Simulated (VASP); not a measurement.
# TaN (scanat) (Fm-3m) in VASP: single point with r2SCAN

Aim: the single point of TaN (scanat) with r2SCAN.

All numbers are computed with VASP 6.6.1; they aren't measurements. Logs are shortened: lines on timing, memory, paths and dates and some standing lists are left out, and cuts for length are marked.

**1. The cell of the first run**

It takes space group Fm-3m (No. 225, cubic). Conventional cell: a = 4.376 Å, b = 4.376 Å, c = 4.376 Å, α = 90.00°, β = 90.00°, γ = 90.00°. Within 2.9 Å of Ta (site symmetry m-3m) lie 6 N at 2.19 Å. Within 2.9 Å of N (site symmetry m-3m) lie 6 Ta at 2.19 Å.

**2. Single point, r2SCAN**

File POSCAR:

```
TaN
1.0
    0.0000000000      2.1879310193      2.1879310193
    2.1879310193      0.0000000000      2.1879310193
    2.1879310193      2.1879310193      0.0000000000
Ta N
1 1
Direct
    0.5000000000      0.5000000000      0.5000000000
    0.0000000000      0.0000000000      0.0000000000
```

File INCAR.step1:

```
SYSTEM = TaN
ALGO = Normal
EDIFF = 1E-5
ENCUT = 660
GGA = PE
GGA_COMPAT = .False.
ISMEAR = 0
LASPH = .True.
LCHARG = .False.
LREAL = .False.
LWAVE = .True.
NBANDS = 15
NELM = 120
PREC = Accurate
SIGMA = 0.1
```

File INCAR.step2:

```
SYSTEM = TaN
ALGO = Normal
EDIFF = 1E-6
ENCUT = 660
GGA_COMPAT = .False.
ISIF = 2
ISMEAR = 0
ISTART = 1
LASPH = .True.
LCHARG = .False.
LMIXTAU = .True.
LREAL = .False.
LWAVE = .False.
METAGGA = R2SCAN
NBANDS = 15
NELM = 120
PREC = Accurate
SIGMA = 0.1
```

File KPOINTS:

```
k-points
0
Gamma
  16 16 16
  0 0 0
```

Potentials or basis: VASP PAW PBE potentials, release 64 (Ta_pv, N).

Launch:

```bash
$ cat potpaw_PBE.64/Ta_pv/POTCAR potpaw_PBE.64/N/POTCAR > POTCAR
$ cp INCAR.step1 INCAR
$ mpirun -np 1 vasp_std > vasp.out
$ cp INCAR.step2 INCAR
$ mpirun -np 1 vasp_std > vasp.out
```

OUTCAR:

```text
SYSTEM = TaN
   EDIFF = 1E-6
   ENCUT = 660
   ISIF = 2
   ISMEAR = 0
   ISTART = 1
   LASPH = .True.
   LREAL = .False.
   METAGGA = R2SCAN
   NELM = 120
   PREC = Accurate

 ion  position               nearest neighbor table
   1  0.500  0.500  0.500-   2 2.19   2 2.19   2 2.19   2 2.19   2 2.19   2 2.19
   2  0.000  0.000  0.000-   1 2.19   1 2.19   1 2.19   1 2.19   1 2.19   1 2.19

  LATTYP: Found a face centered cubic cell.
 ALAT       =     4.3758620386

  Lattice vectors:

 A1 = (   0.0000000000,   2.1879310193,   2.1879310193)
 A2 = (   2.1879310193,   0.0000000000,   2.1879310193)
 A3 = (   2.1879310193,   2.1879310193,   0.0000000000)

Analysis of symmetry for initial positions (statically):
=====================================================================
 Subroutine PRICEL returns:
 Original cell was already a primitive cell.

 Routine SETGRP: Setting up the symmetry group for a
 face centered cubic supercell.

 Subroutine GETGRP returns: Found 48 space group operations
 (whereof 48 operations were pure point group operations)
 out of a pool of 48 trial point group operations.

The static configuration has the point symmetry O_h .

Analysis of symmetry for dynamics (positions and initial velocities):
=====================================================================
 Subroutine PRICEL returns:
 Original cell was already a primitive cell.

 Routine SETGRP: Setting up the symmetry group for a
 face centered cubic supercell.

 Subroutine GETGRP returns: Found 48 space group operations
 (whereof 48 operations were pure point group operations)
 out of a pool of 48 trial point group operations.

The dynamic configuration has the point symmetry O_h .

 Subroutine INISYM returns: Found 48 space group operations
 (whereof 48 operations are pure point group operations),
 and found     1 'primitive' translations

----------------------------------------------------------------------------------------

                                     Primitive cell

  volume of cell :      20.9474

  direct lattice vectors                    reciprocal lattice vectors
     0.000000000  2.187931019  2.187931019    -0.228526400  0.228526400  0.228526400
     2.187931019  0.000000000  2.187931019     0.228526400 -0.228526400  0.228526400
     2.187931019  2.187931019  0.000000000     0.228526400  0.228526400 -0.228526400

  length of vectors
     3.094201721  3.094201721  3.094201721     0.395819336  0.395819336  0.395819336

[... 85 lines left out ...]
   NFREE  =      0    steps in history (QN), initial steepest desc. (CG)
   ISIF   =      2    stress and relaxation
   ISYM   =      2    0-nonsym 1-usesym 2-fastsym
   POTIM  = 0.5000    time-step for ionic-motion
   TEBEG  =    0.0;   TEEND  =   0.0 temperature during run
   PSTRESS=    0.0 pullay stress
   NELECT =      16.0000    total number of electrons
   NUPDOWN=      -1.0000    fix difference up-down
   EMIN   =  10.00;   EMAX   =-10.00  energy-range for DOS
   EFERMI =   0.00;   METHOD = LEGACY
   ISMEAR =     0;   SIGMA  =   0.10  broadening in eV -4-tet -1-fermi 0-gaus
   EFERMI_NEDOS =   21; number of points for ismear=-14 and -15
   IALGO  =     38    algorithm
   IMIX   =      4    mixing-type and parameters
     AMIX     =   0.40;   BMIX     =  1.00
     AMIX_MAG =   1.60;   BMIX_MAG =  1.00
  volume/ion in A,a.u.               =      10.47        70.68
  Fermi-wavevector in a.u.,A,eV,Ry     =   1.496481  2.827939 30.469639  2.239455
  Thomas-Fermi vector in A             =   2.608492
   LORBIT       =      0    0 simple, 1 ext, 2 COOP (PROOUT), +10 PAW based schemes
   METAGGA = R2SCAN    functional components
   LHFCALC =     F    Hartree Fock is set to
   AEXX    =    0.0000 exact exchange contribution
   IVDW    =     0    specifies the selected vdW correction
   LEPSILON=     F    determine dielectric tensor
   LRPA    =     F    only Hartree local field effects (RPA)
 non-spin polarized calculation
 Gauss-broadening in eV      SIGMA  =   0.10
  energy-cutoff  :      660.00
  volume of cell :       20.95
 maximum number of plane-waves:       869
 NGX is ok and might be reduce to    28
   NGX = 13   NGY = 13   NGZ = 13

 number of electron      16.0000000 magnetization

 Free energy of the ion-electron system (eV)
  ---------------------------------------------------
  ext. energy  EPLUGINS =         0.00000000
  ---------------------------------------------------
  free energy    TOTEN  =       -59.61640385 eV

  energy without entropy =      -59.61098208  energy(sigma->0) =      -59.61369296

 E-fermi :   9.7801     XC(G=0): -14.5512

 val. band max:        9.7794766624   @ k =  -0.3125   0.3125   0.1250
 cond. band min:       9.7954024082   @ k =  -0.3125   0.3125   0.0625
 fundamental gap:      0.0159257458
 Fermi energy:         9.7800989622

 k-point     1 :       0.0000    0.0000    0.0000
  band No.  band energies     occupation
      1     -27.3351      2.00000
      2     -27.3351      2.00000
      3     -27.3351      2.00000
      4     -10.3604      2.00000
      5       5.5906      2.00000
      6       5.5906      2.00000
      7       5.5906      2.00000
      8       7.5748      2.00000
      9       7.5748      2.00000
     10       7.5748      2.00000
     11       9.9179      0.05138
     12       9.9179      0.05138
     13      11.6982      0.00000
     14      19.3784      0.00000
[... 401 lines left out ...]
      2     -27.3589      2.00000
      3     -27.3370      2.00000
      4     -10.1017      2.00000
      5       4.3576      2.00000
      6       4.6820      2.00000
      7       5.0478      2.00000
      8       7.7574      2.00000
      9       7.9627      2.00000
     10       8.3080      2.00000
     11      10.3655      0.00000
     12      11.2420      0.00000
     13      12.5176      0.00000
     14      19.3786      0.00000
     15      20.5691      0.00000

 [... further k-points ...]
[... 5 lines left out ...]
  --------------------------------------------------------------------------------------
  -------------------------------------------------------------------------------------
  Total        0.9423993      0.9423993      0.9423993      0.0000000      0.0000000      0.0000000
  in kB       72.0799783     72.0799783     72.0799783      0.0000000      0.0000000      0.0000000
  external PRESSURE =      72.0799783 kB  Pullay stress =       0.0000000 kB

 VOLUME and BASIS-vectors are now :
 -----------------------------------------------------------------------------
  energy-cutoff  :      660.00
  volume of cell :       20.95
      direct lattice vectors                 reciprocal lattice vectors
     0.000000000  2.187931019  2.187931019    -0.228526400  0.228526400  0.228526400
     2.187931019  0.000000000  2.187931019     0.228526400 -0.228526400  0.228526400
     2.187931019  2.187931019  0.000000000     0.228526400  0.228526400 -0.228526400

 POSITION                                       TOTAL-FORCE (eV/Angst)
 -----------------------------------------------------------------------------------
      2.18793      2.18793      2.18793        -0.000000     -0.000000      0.000000
      0.00000      0.00000      0.00000         0.000000      0.000000     -0.000000
 -----------------------------------------------------------------------------------
    total drift:                                0.000000      0.000000      0.000000

  FREE ENERGIE OF THE ION-ELECTRON SYSTEM (eV)
  ---------------------------------------------------
  free  energy   TOTEN  =       -59.6164038494 eV

  energy  without entropy=      -59.6109820764  energy(sigma->0) =      -59.61369296
```

OUTCAR.step1:

```text
SYSTEM = TaN
   EDIFF = 1E-5
   ENCUT = 660
   GGA = PE
   ISMEAR = 0
   LASPH = .True.
   LREAL = .False.
[... 653 lines left out ...]
      2.18793      2.18793      2.18793        -0.000000      0.000000     -0.000000
      0.00000      0.00000      0.00000         0.000000     -0.000000      0.000000
 -----------------------------------------------------------------------------------
    total drift:                                0.000000      0.000000      0.000000

  FREE ENERGIE OF THE ION-ELECTRON SYSTEM (eV)
  ---------------------------------------------------
  free  energy   TOTEN  =       -21.8092479151 eV

  energy  without entropy=      -21.8036307026  energy(sigma->0) =      -21.80643931
```

OSZICAR.step1:

```text
N       E                     dE             d eps       ncg     rms          rms(c)
DAV:   1     0.103972664344E+03    0.10397E+03   -0.10155E+04  4350   0.136E+03
DAV:   2    -0.215253717207E+02   -0.12550E+03   -0.11744E+03  5379   0.350E+02
DAV:   3    -0.248273214083E+02   -0.33019E+01   -0.32675E+01  4910   0.536E+01
DAV:   4    -0.248425761956E+02   -0.15255E-01   -0.15246E-01  5619   0.378E+00
DAV:   5    -0.248426885567E+02   -0.11236E-03   -0.11235E-03  5017   0.295E-01    0.248E+01
DAV:   6    -0.218804219888E+02    0.29623E+01   -0.53857E+00  5694   0.280E+01    0.102E+01
DAV:   7    -0.218423972872E+02    0.38025E-01   -0.66779E-01  4847   0.646E+00    0.715E+00
DAV:   8    -0.218184926586E+02    0.23905E-01   -0.15208E-01  5337   0.346E+00    0.190E+00
DAV:   9    -0.218093341160E+02    0.91585E-02   -0.25206E-02  4903   0.140E+00    0.343E-01
DAV:  10    -0.218093414786E+02   -0.73626E-05   -0.19088E-03  5015   0.480E-01    0.981E-02
DAV:  11    -0.218092490899E+02    0.92389E-04   -0.16832E-04  5113   0.161E-01    0.304E-02
DAV:  12    -0.218092479151E+02    0.11748E-05   -0.16488E-05  4210   0.373E-02
   1 F= -.21809248E+02 E0= -.21806439E+02  d E =-.561721E-02
```

Wall time 5.7 min (1 thread of Intel Xeon 8259CL, shared host); peak memory 0.22 GiB.

What came out:

* Free energy: -59.6164 eV
* Pressure: 7.2 GPa
* Band gap on the k mesh: zero (band 8 reaches 11.76 eV, above the bottom of band 9 at 7.57 eV)

Caveat: the PAW data sets were made with another functional, which shifts forces and pressure a little; spin-orbit coupling is left out, which moves the levels of the heavy elements.
